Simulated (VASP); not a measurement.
# TiO2 in VASP: notebook

The runs below take TiO2 through single point, with PBE+D3(BJ).

Everything below comes from runs of VASP 6.6.1. Logs are shortened: lines on timing, memory, paths and dates and some standing lists are left out, and cuts for length are marked.

### Step 1. The cell of the first run

The cell holds a slab with vacuum, 24 atoms: a = 5.909 Å, b = 6.517 Å, c = 21.808 Å, α = 90.00°, β = 90.00°, γ = 90.00°.

### Step 2. Single point, PBE+D3(BJ)

Contents of INCAR:

```
ALGO = Normal
DIPOL = 0.5 0.5 0.500
EDIFF = 1E-7
ENCUT = 520
GGA = PE
IDIPOL = 3
ISIF = 2
ISMEAR = 0
IVDW = 12
LASPH = T
LCHARG = T
LDIPOL = T
LELF = T
LREAL = Auto
LVACPOTAV = T
LVHAR = T
LWAVE = F
NBANDS = 114
NELM = 100
PREC = Accurate
SIGMA = 0.05
```

Contents of KPOINTS:

```
k-points
0
Gamma
  3 3 1
```

Contents of POSCAR:

```
TiO2
1.0
    5.9085268479      0.0000000000      0.0000000000
    0.0000000000      6.5169368653      0.0000000000
    0.0000000000      0.0000000000     21.8081649910
O Ti
16 8
Direct
    0.0000000000      0.0000000000      0.3668350823
    0.5000000000      0.0000000000      0.3668350823
    0.2500000000      0.3043792190      0.4252924665
    0.7500000000      0.3043792190      0.4252924665
    0.2500000000      0.6956207810      0.4252924665
    0.7500000000      0.6956207810      0.4252924665
    0.0000000000      0.0000000000      0.4837498507
    0.5000000000      0.0000000000      0.4837498507
    0.0000000000      0.5000000000      0.5101500336
    0.5000000000      0.5000000000      0.5101500336
    0.2500000000      0.8115889611      0.5805286463
    0.7500000000      0.8115889611      0.5805286463
    0.2500000000      0.1884110389      0.5805286463
    0.7500000000      0.1884110389      0.5805286463
    0.0000000000      0.5000000000      0.6282141429
    0.5000000000      0.5000000000      0.6282141429
    0.0000000000      0.5000000000      0.4252924665
    0.5000000000      0.5000000000      0.4252924665
    0.2500000000      0.0000000000      0.4252924665
    0.7500000000      0.0000000000      0.4252924665
    0.0000000000      0.0000000000      0.5663839445
    0.5000000000      0.0000000000      0.5663839445
    0.2500000000      0.5000000000      0.5791639296
    0.7500000000      0.5000000000      0.5791639296
```

Potentials or basis: VASP PAW PBE potentials, release 64 (O, Ti_sv).

The run is started by

```console
cat potpaw_PBE.64/O/POTCAR potpaw_PBE.64/Ti_sv/POTCAR > POTCAR
mpirun -np 1 vasp_std > vasp.out
```

OUTCAR:

```text
EDIFF = 1E-7
   ENCUT = 520
   GGA = PE
   ISIF = 2
   ISMEAR = 0
   IVDW = 12
   LASPH = T
   LREAL = Auto
   NELM = 100
   PREC = Accurate
 IVDW          = 12

 ion  position               nearest neighbor table
   1  0.000  0.000  0.367-  19 1.95  20 1.95
   2  0.500  0.000  0.367-  19 1.95  20 1.95
   3  0.250  0.304  0.425-  17 1.95  18 1.95  19 1.98
   4  0.750  0.304  0.425-  17 1.95  18 1.95  20 1.98
   5  0.250  0.696  0.425-  17 1.95  18 1.95  19 1.98
   6  0.750  0.696  0.425-  17 1.95  18 1.95  20 1.98
   7  0.000  0.000  0.484-  21 1.80  20 1.95  19 1.95
   8  0.500  0.000  0.484-  22 1.80  20 1.95  19 1.95
   9  0.000  0.500  0.510-  17 1.85  23 2.11  24 2.11
  10  0.500  0.500  0.510-  18 1.85  23 2.11  24 2.11
  11  0.250  0.812  0.581-  21 1.95  22 1.95  23 2.03
  12  0.750  0.812  0.581-  21 1.95  22 1.95  24 2.03
  13  0.250  0.188  0.581-  21 1.95  22 1.95  23 2.03
  14  0.750  0.188  0.581-  21 1.95  22 1.95  24 2.03
  15  0.000  0.500  0.628-  23 1.82  24 1.82
  16  0.500  0.500  0.628-  23 1.82  24 1.82
  17  0.000  0.500  0.425-   9 1.85   4 1.95   5 1.95   6 1.95   3 1.95
[... 15 lines left out ...]
 A1 = (   5.9085268479,   0.0000000000,   0.0000000000)
 A2 = (   0.0000000000,   6.5169368653,   0.0000000000)
 A3 = (   0.0000000000,   0.0000000000,  21.8081649910)

Analysis of symmetry for initial positions (statically):
=====================================================================
 Subroutine PRICEL returns following result:

  LATTYP: Found a simple orthorhombic cell.
 ALAT       =     2.9542634240
 B/A-ratio  =     2.2059430491
 C/A-ratio  =     7.3819297271

  Lattice vectors:

 A1 = (   2.9542634240,   0.0000000000,   0.0000000000)
 A2 = (   0.0000000000,   6.5169368653,   0.0000000000)
 A3 = (   0.0000000000,   0.0000000000,  21.8081649910)

   2 primitive cells build up your supercell.

 Routine SETGRP: Setting up the symmetry group for a
 simple orthorhombic supercell.

 Subroutine GETGRP returns: Found  4 space group operations
 (whereof  4 operations were pure point group operations)
 out of a pool of  8 trial point group operations.

The static configuration has the point symmetry C_2v.

Analysis of symmetry for dynamics (positions and initial velocities):
=====================================================================
 Subroutine PRICEL returns following result:

  LATTYP: Found a simple orthorhombic cell.
 ALAT       =     2.9542634240
 B/A-ratio  =     2.2059430491
 C/A-ratio  =     7.3819297271

  Lattice vectors:

[... 122 lines left out ...]
   PSTRESS=    0.0 pullay stress
   NELECT =     192.0000    total number of electrons
   NUPDOWN=      -1.0000    fix difference up-down
   EMIN   =  10.00;   EMAX   =-10.00  energy-range for DOS
   EFERMI =   0.00;   METHOD = LEGACY
   ISMEAR =     0;   SIGMA  =   0.05  broadening in eV -4-tet -1-fermi 0-gaus
   EFERMI_NEDOS =   21; number of points for ismear=-14 and -15
   IALGO  =     38    algorithm
   IMIX   =      4    mixing-type and parameters
     AMIX     =   0.40;   BMIX     =  1.00
     AMIX_MAG =   1.60;   BMIX_MAG =  1.00
  volume/ion in A,a.u.               =      34.99       236.12
  Fermi-wavevector in a.u.,A,eV,Ry     =   1.001063  1.891734 13.634760  1.002127
  Thomas-Fermi vector in A             =   2.133460
   LORBIT       =      0    0 simple, 1 ext, 2 COOP (PROOUT), +10 PAW based schemes
   GGA     = PE    functional components
   LHFCALC =     F    Hartree Fock is set to
   AEXX    =    0.0000 exact exchange contribution
   IVDW    =    12    specifies the selected vdW correction
   LEPSILON=     F    determine dielectric tensor
   LRPA    =     F    only Hartree local field effects (RPA)
 non-spin polarized calculation
 Gauss-broadening in eV      SIGMA  =   0.05
  energy-cutoff  :      520.00
  volume of cell :      839.73
 maximum number of plane-waves:     22653
 NGX is ok and might be reduce to    48
   NGX = 21   NGY = 25   NGZ = 81

 dipolmoment           0.000000      0.000000      0.023574 electrons x Angstroem

 number of electron     191.9999916 magnetization

 dipolmoment           0.000000      0.000000     -0.044677 electrons x Angstroem

 Free energy of the ion-electron system (eV)
  ---------------------------------------------------
  ext. energy  EPLUGINS =         0.00000000
  ---------------------------------------------------
  free energy    TOTEN  =      -210.77380435 eV

  energy without entropy =     -210.77380435  energy(sigma->0) =     -210.77380435

 E-fermi :  -2.9629     XC(G=0):  -3.9745

 val. band max:       -3.2983294606   @ k =   0.0000   0.0000   0.0000
 cond. band min:      -1.5533309818   @ k =   0.0000   0.0000   0.0000
 fundamental gap:      1.7449984789
 Fermi energy:        -2.9629460287

 k-point     1 :       0.0000    0.0000    0.0000
  band No.  band energies     occupation
      1     -60.5449      2.00000
      2     -60.5036      2.00000
      3     -60.4693      2.00000
      4     -60.4286      2.00000
      5     -59.9812      2.00000
      6     -59.9378      2.00000
[... 433 lines left out ...]
    107      -0.3593      0.00000
    108      -0.3354      0.00000
 [bands above 108 left out]

------------------------ aborting loop because EDIFF is reached ----------------------------------------

 Edisp (eV)   -4.05764

 E8    (eV) :    -1.6811

  FORCE on cell =-STRESS in cart. coord.  units (eV):
  Direction    XX          YY          ZZ          XY          YZ          ZX
  --------------------------------------------------------------------------------------
  -------------------------------------------------------------------------------------
  Total      -3.95593     4.73455    -0.67842     0.00000     0.00000     0.00000
  in kB      -7.54775     9.03332    -1.29439     0.00000     0.00000     0.00000
  external pressure =        0.06 kB  Pullay stress =        0.00 kB

 VOLUME and BASIS-vectors are now :
 -----------------------------------------------------------------------------
  energy-cutoff  :      520.00
  volume of cell :      839.73
      direct lattice vectors                 reciprocal lattice vectors
     5.908526848  0.000000000  0.000000000     0.169246925  0.000000000  0.000000000
     0.000000000  6.516936865  0.000000000     0.000000000  0.153446323  0.000000000
     0.000000000  0.000000000 21.808164991     0.000000000  0.000000000  0.045854385

 POSITION                                       TOTAL-FORCE (eV/Angst)
 -----------------------------------------------------------------------------------
      0.00000      0.00000      8.00000         0.000000      0.000000      2.387165
      2.95426      0.00000      8.00000         0.000000      0.000000      2.387165
      1.47713      1.98362      9.27485        -0.000000      0.760811     -1.018589
      4.43140      1.98362      9.27485         0.000000      0.760811     -1.018589
      1.47713      4.53332      9.27485         0.000000     -0.760811     -1.018589
      4.43140      4.53332      9.27485         0.000000     -0.760811     -1.018589
[... 16 lines left out ...]
      1.47713      3.25847     12.63050        -0.000000      0.000000     -0.047047
      4.43140      3.25847     12.63050         0.000000      0.000000     -0.047047
 -----------------------------------------------------------------------------------
    total drift:                                0.000000      0.000000     -0.012182

  FREE ENERGIE OF THE ION-ELECTRON SYSTEM (eV)
  ---------------------------------------------------
  free  energy   TOTEN  =      -214.8314406455 eV

  energy  without entropy=     -214.8314406455  energy(sigma->0) =     -214.83144065

 vacuum level on the upper side and lower side of the slab         3.505         3.715
```

OSZICAR:

```text
N       E                     dE             d eps       ncg     rms          rms(c)
DAV:   1     0.263347293367E+04    0.26335E+04   -0.95515E+04  1056   0.157E+03
DAV:   2     0.178434476760E+03   -0.24550E+04   -0.23954E+04  1184   0.473E+02
DAV:   3    -0.240587671474E+03   -0.41902E+03   -0.41668E+03  1104   0.204E+02
DAV:   4    -0.278083600339E+03   -0.37496E+02   -0.37461E+02  1496   0.606E+01
[... 23 lines left out ...]
DAV:  28    -0.210773801556E+03   -0.42611E-05   -0.74315E-08   672   0.799E-04    0.305E-04
DAV:  29    -0.210773803488E+03   -0.19325E-05   -0.40025E-08   616   0.662E-04    0.152E-04
DAV:  30    -0.210773803956E+03   -0.46773E-06   -0.95798E-09   576   0.342E-04    0.114E-04
DAV:  31    -0.210773804264E+03   -0.30772E-06   -0.66008E-09   576   0.250E-04    0.658E-05
DAV:  32    -0.210773804354E+03   -0.90116E-07   -0.10036E-09   552   0.185E-04
   1 F= -.21483144E+03 E0= -.21483144E+03  d E =-.903691E-22
```

stdout:

```text
POSCAR found type information on POSCAR O Ti
 POSCAR found :  2 types and      24 ions
 scaLAPACK will be used
 LDA part: xc-table for (Slater+PW92), standard interpolation
 POSCAR, INCAR and KPOINTS ok, starting setup
 FFT: planning ... GRIDC
 FFT: planning ... GRID_SOFT
 FFT: planning ... GRID
 WAVECAR not read
 entering main loop
 -----------------------------------------------------------------------------
|                                                                             |
|           W    W    AA    RRRRR   N    N  II  N    N   GGGG   !!!           |
|           W    W   A  A   R    R  NN   N  II  NN   N  G    G  !!!           |
|           W    W  A    A  R    R  N N  N  II  N N  N  G       !!!           |
|           W WW W  AAAAAA  RRRRR   N  N N  II  N  N N  G  GGG   !            |
|           WW  WW  A    A  R   R   N   NN  II  N   NN  G    G                |
|           W    W  A    A  R    R  N    N  II  N    N   GGGG   !!!           |
|                                                                             |
|     Did not find any points to average over, which means that no vacuum     |
|     field-free region was found. Please increase the size of  your cell     |
|     in the dimension of the dipole correction to obtain accurate            |
|     workfunction values.                                                    |
|                                                                             |
 -----------------------------------------------------------------------------
```

Run time: 40 min. Hardware: 1 thread of AMD EPYC 7R43 (Zen 3), shared host; peak memory 0.78 GiB.

Results:

* Free energy: -214.8314 eV
* Largest force: 5.376 eV/Å
* Band gap on the k mesh: 1.75 eV
* Dispersion energy per atom: -0.169 eV

Forces on the atoms (eV/Å):
```
O    0.000  0.000  2.387
O    0.000  0.000  2.387
O    0.000  0.761 -1.019
O    0.000  0.761 -1.019
O    0.000 -0.761 -1.019
O    0.000 -0.761 -1.019
O    0.000  0.000  1.805
O    0.000  0.000  1.805
O    0.000  0.000  0.057
O    0.000  0.000  0.057
O    0.000 -0.041  0.009
O    0.000 -0.041  0.009
O    0.000  0.041  0.009
O    0.000  0.041  0.009
O    0.000  0.000  0.090
O    0.000  0.000  0.090
Ti   0.000  0.000  3.020
Ti   0.000  0.000  3.020
Ti   0.000  0.000 -5.376
Ti   0.000  0.000 -5.376
Ti   0.000  0.000  0.083
Ti   0.000  0.000  0.083
Ti   0.000  0.000 -0.047
Ti   0.000  0.000 -0.047
```

### Step 3. Single point, PBE+D3(BJ)

INCAR is that of step 2.

KPOINTS is that of step 2.

Contents of POSCAR:

```
TiO2
1.0
    5.9085268334      0.0000000000      0.0000000000
    0.0000000000      6.5169368715      0.0000000000
    0.0000000000      0.0000000000     21.8081649889
O Ti
16 8
Direct
    0.0000000000      0.0000000000      0.3668350824
    0.5000000000      0.0000000000      0.3668350824
    0.2500000000      0.3043792196      0.4252924664
    0.7500000000      0.3043792196      0.4252924664
    0.2500000000      0.6956207804      0.4252924664
    0.7500000000      0.6956207804      0.4252924664
    0.0000000000      0.0000000000      0.4837498505
    0.5000000000      0.0000000000      0.4837498505
    0.0000000000      0.5000000000      0.5101500337
    0.5000000000      0.5000000000      0.5101500337
    0.2500000000      0.8115889598      0.5805286460
    0.7500000000      0.8115889598      0.5805286460
    0.2500000000      0.1884110402      0.5805286460
    0.7500000000      0.1884110402      0.5805286460
    0.0000000000      0.5000000000      0.6282141442
    0.5000000000      0.5000000000      0.6282141442
    0.0000000000      0.5000000000      0.4252924664
    0.5000000000      0.5000000000      0.4252924664
    0.2500000000      0.0000000000      0.4252924664
    0.7500000000      0.0000000000      0.4252924664
    0.0000000000      0.0000000000      0.5663839442
    0.5000000000      0.0000000000      0.5663839442
    0.2500000000      0.5000000000      0.5791639303
    0.7500000000      0.5000000000      0.5791639303
```

Potentials or basis: VASP PAW PBE potentials, release 64 (O, Ti_sv).

The run is started by

```console
cat potpaw_PBE.64/O/POTCAR potpaw_PBE.64/Ti_sv/POTCAR > POTCAR
mpirun -np 1 vasp_std > vasp.out
```

Wall time 13 min (1 thread of AMD EPYC 9R45 (Zen 5), shared host); peak memory 0.81 GiB.

The run converged. Its results:

```yaml
Free_energy: -214.8314 eV
Largest_force: 5.376 eV/Å
Band_gap_on_the_k_mesh: 1.75 eV
Dispersion_energy_per_atom: -0.169 eV
```

Forces in eV/Å, atoms in the order of the input:
```
O    0.000  0.000  2.387
O    0.000  0.000  2.387
O    0.000  0.761 -1.019
O    0.000  0.761 -1.019
O    0.000 -0.761 -1.019
O    0.000 -0.761 -1.019
O    0.000  0.000  1.805
O    0.000  0.000  1.805
O    0.000  0.000  0.057
O    0.000  0.000  0.057
O    0.000 -0.041  0.009
O    0.000 -0.041  0.009
O    0.000  0.041  0.009
O    0.000  0.041  0.009
O    0.000  0.000  0.090
O    0.000  0.000  0.090
Ti   0.000  0.000  3.020
Ti   0.000  0.000  3.020
Ti   0.000  0.000 -5.376
Ti   0.000  0.000 -5.376
Ti   0.000  0.000  0.083
Ti   0.000  0.000  0.083
Ti   0.000  0.000 -0.047
Ti   0.000  0.000 -0.047
```

Levels at points of the mesh, in eV from the valence-band top:
| k point | band 93 | band 94 | band 95 | band 96 | band 97 | band 98 | band 99 | band 100 |
| --- | --- | --- | --- | --- | --- | --- | --- | --- |
| (0.00, 0.00, 0.00) | -0.71 | -0.62 | -0.19 | 0.00 | 1.74 | 1.80 | 1.97 | 2.53 |
